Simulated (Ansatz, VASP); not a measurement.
## SnSe2 in VASP and in Ansatz

```xyz
3
Lattice="3.8381 0.0000 0.0000 -1.9191 3.3239 0.0000 0.0000 0.0000 6.0043" Properties=species:S:1:pos:R:3 pbc="T T T"
Sn    0.0000    0.0000    0.0000
Se    0.0000    2.2159    1.5936
Se    1.9191    1.1080    4.4107
```

Alike in both runs: functional PBE; dispersion D4; k mesh 9 × 9 × 6; occupations gaussian, width 0.02 eV; no spin polarisation.

Ansatz relaxed the structure, and its values are those at the end. VASP's run is a single point on that final structure, the one shown.

|  | VASP | Ansatz |
| --- | --- | --- |
| version | VASP 6.6.1 | Ansatz 0.2.0 |
| potentials or method | VASP PAW PBE potentials, release 64 (Sn_d, Se), cutoff 520 eV | scalar-relativistic, plane waves, PAW |
| valence electrons in the cell | 26 | 46 |

```tsv
	VASP	Ansatz	Ansatz less VASP
gap on the k mesh at the Fermi level (eV)	0.37	0.38	+0.006
least direct gap on the mesh (eV)	0.82	0.83	+0.012
pressure (GPa)	0.1	0.0	-0.07
rms of the force components (eV/Å)	0.007	0.000	-0.0063
```

VASP's potentials hold 26 valence electrons a cell and Ansatz's 46, so a difference there can come from the potentials and not from the codes.
